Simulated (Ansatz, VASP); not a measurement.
One calculation of SiO2, two programs

The input INCAR:

```
SYSTEM = SiO2
  PREC = Accurate
  ENCUT = 520
  EDIFF = 1E-6
  ISMEAR = -1
  SIGMA = 0.03
  LREAL = .FALSE.
  LASPH = .TRUE.
  NELM = 100
  ALGO = Normal
  ISIF = 2
  LWAVE = .FALSE.
  LCHARG = .TRUE.
  GGA = PS
  LELF = .TRUE.
  LVHAR = .TRUE.
  NBANDS = 25
```

KPOINTS

```
Automatic mesh
0
G
  7 7 7
  0 0 0
```

File POSCAR:

```
SiO2
1.0
   -2.3265690000      2.3265690000      3.7440000000
    2.3265690000     -2.3265690000      3.7440000000
    2.3265690000      2.3265690000     -3.7440000000
Si O
2 4
Direct
    0.0000000000      0.0000000000      0.0000000000
    0.7500000000      0.2500000000      0.5000000000
    0.9983800000      0.6250000000      0.8733800000
    0.3750000000      0.2483800000      0.3733800000
    0.7516200000      0.1250000000      0.1266200000
    0.8750000000      0.0016200000      0.6266200000
```

Input for Ansatz:

```yaml
crystal:
  lattice:
    - [-2.326569, 2.326569, 3.744]
    - [2.326569, -2.326569, 3.744]
    - [2.326569, 2.326569, -3.744]
  atoms:
    - { symbol: Si, position: [0.0, 0.0, 0.0] }
    - { symbol: Si, position: [0.75, 0.25, 0.5] }
    - { symbol: O, position: [0.99838, 0.625, 0.87338] }
    - { symbol: O, position: [0.375, 0.24838, 0.37338] }
    - { symbol: O, position: [0.75162, 0.125, 0.12662] }
    - { symbol: O, position: [0.875, 0.00162, 0.62662] }
kpoints:
  mp_grid: { grid: [7, 7, 7] }
  band_path:
    path:
      - [0.0, 0.0, 0.0]
      - [0.0, 0.0, 0.5]
      - [0.25, 0.25, 0.25]
      - [0.0, 0.5, 0.0]
      - [0.0, 0.0, 0.0]
      - [0.5, 0.5, -0.5]
      - [0.3465384236, 0.6534615764, -0.3465384236]
      - [-0.3465384236, 0.3465384236, 0.3465384236]
      - [0.0, 0.0, 0.0]
    npoints: 5
scf:
  occupations: { method: fermi_dirac, width: 0.03 }
hamiltonian:
  xc: pbesol
  pseudopotentials: { kind: all_electron, lapw: { basis_error: 0.001 } }
output:
  forces: true
  stress: true
  eigenvalues: true
```

Change from the starting cell: equal xx and yy strain of -2 %.

Alike in both runs: task single point; functional PBEsol; k mesh 7 × 7 × 7; occupations fermi-dirac, width 0.03 eV; no spin polarisation.

|  | VASP | Ansatz |
| --- | --- | --- |
| version | VASP 6.6.1 | Ansatz 0.2.0 |
| potentials or method | VASP PAW PBE potentials, release 64 (Si, O), cutoff 520 eV | all-electron LAPW, scalar-relativistic |

|  | VASP | Ansatz | Ansatz less VASP |
| --- | --- | --- | --- |
| gap on the k mesh at the Fermi level (eV) | 6.19 | 6.20 | +0.009 |
| pressure (GPa) | 9.1 | 8.3 | -0.76 |
| traceless stress, the component that is largest in VASP (GPa) | -1.80 | -1.92 | -0.111 |
| rms of the force components (eV/Å) | 0.285 | 0.265 | -0.0206 |

VASP's potentials were made for PBE, not for PBEsol. Atom by atom the forces differ by 0.021 eV/Å (rms over components). Ansatz ran all-electron here, and VASP with PAW potentials.
